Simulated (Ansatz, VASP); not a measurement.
# BaY3Si: VASP beside Ansatz

```
CELL_PARAMETERS angstrom
3.91018 2.25754 3.34981
-3.91018 2.25754 3.34981
0.00000 -4.51509 3.34981
ATOMIC_POSITIONS crystal
Ba 0.00000 0.00000 0.00000
Y 0.50000 0.50000 0.00000
Y 0.00000 0.50000 0.50000
Y 0.50000 0.00000 0.50000
Si 0.50000 0.50000 0.50000
```

Alike in both runs: functional PBE; k mesh 3 × 3 × 3; occupations gaussian, width 0.1 eV; no spin polarisation.

Ansatz relaxed the structure, and its values are those at the end. VASP's run is a single point on that final structure, the one shown.

```csv
,VASP,Ansatz
version,VASP 6.6.1,Ansatz 0.2.0
potentials or method,"VASP PAW PBE potentials, release 64 (Ba_sv, Y_sv, Si), cutoff 520 eV","scalar-relativistic, plane waves, PAW"
valence electrons in the cell,47,47
```

```csv
,VASP,Ansatz,Ansatz less VASP
gap on the k mesh at the Fermi level (eV),none,none,-
pressure (GPa),0.0,-0.1,-0.05
```

A gap of «none» marks a metal or a gap that the smearing closes. The functional is the same, so the differences come from potentials, cutoffs and numerics.

The k mesh is coarse, so the values compare programs but aren't converged. Neither program's run includes spin-orbit coupling.
